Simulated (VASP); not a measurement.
Set up this calculation in VASP 6.6.1, as the native input.

```yaml
Task: single point
Functional: PBE
Potentials_or_basis: VASP PAW PBE potentials, release 64 (K_sv)
Cutoff: 520 eV
k_mesh: 5 × 5 × 1
Occupations: gaussian, width 0.1 eV
Spin: no spin polarisation
Dipole_correction: yes
Further_INCAR_settings: ALGO = Normal; EDIFF = 1e-07; NBANDS = 50
```

The structure of K lies in POSCAR:

```
K
1.0
    4.7684341314      0.0000000000      0.0000000000
   -2.3842170657      4.1295850941      0.0000000000
    0.0000000000      0.0000000000     46.3984024600
K
9
Direct
    0.6666666700      0.3333333400      0.1616434964
    0.0000000000      0.0000000000      0.2462326223
    0.3333333300      0.6666666600      0.3308217482
    0.0000000000      0.0000000000      0.4154108741
    0.6666666700      0.3333333400      0.5000000000
    0.0000000000      0.0000000000      0.5845891259
    0.3333333300      0.6666666600      0.6691782518
    0.0000000000      0.0000000000      0.7537673777
    0.6666666700      0.3333333400      0.8383565036
```

These files were run (other wordings do the same):

INCAR

```
SYSTEM = K
PREC     = Accurate       ! precision mode
ENCUT    = 520            ! plane-wave cutoff, eV
EDIFF    = 1E-7           ! SCF threshold, eV
ISMEAR   = 0              ! smearing method
SIGMA    = 0.1            ! smearing width, eV
LREAL    = .False.        ! projectors in reciprocal space
LASPH    = .True.         ! aspherical terms in the spheres
NELM     = 60             ! most SCF steps
ALGO     = Normal         ! electronic algorithm
ISIF     = 2              ! what is computed and relaxed
LWAVE    = .False.        ! write WAVECAR
LCHARG   = .False.        ! write CHGCAR
LDIPOL   = .True.       
IDIPOL   = 3            
DIPOL    = 0.5 0.5 0.500
GGA      = PE             ! functional
NBANDS   = 50             ! bands
```

KPOINTS

```
Automatic mesh
0
Gamma
  5 5 1
  0 0 0
```

Potentials or basis: VASP PAW PBE potentials, release 64 (K_sv).

Launch:

```sh
$ cat potpaw_PBE.64/K_sv/POTCAR > POTCAR
$ mpirun -np 1 vasp_std > vasp.out
```

Results of the run:

| Property | Result |
| --- | --- |
| Largest force | 0.043 eV/Å |
| Band gap on the k mesh | zero (an odd number of electrons rules out a gap without spin polarisation) |

Wall time 13 min on 1 thread of Intel(R) Xeon(R) Platinum 8259CL CPU @ 2.50GHz (Skylake/Cascade Lake), with other jobs on the host, peak memory 0.88 GiB.
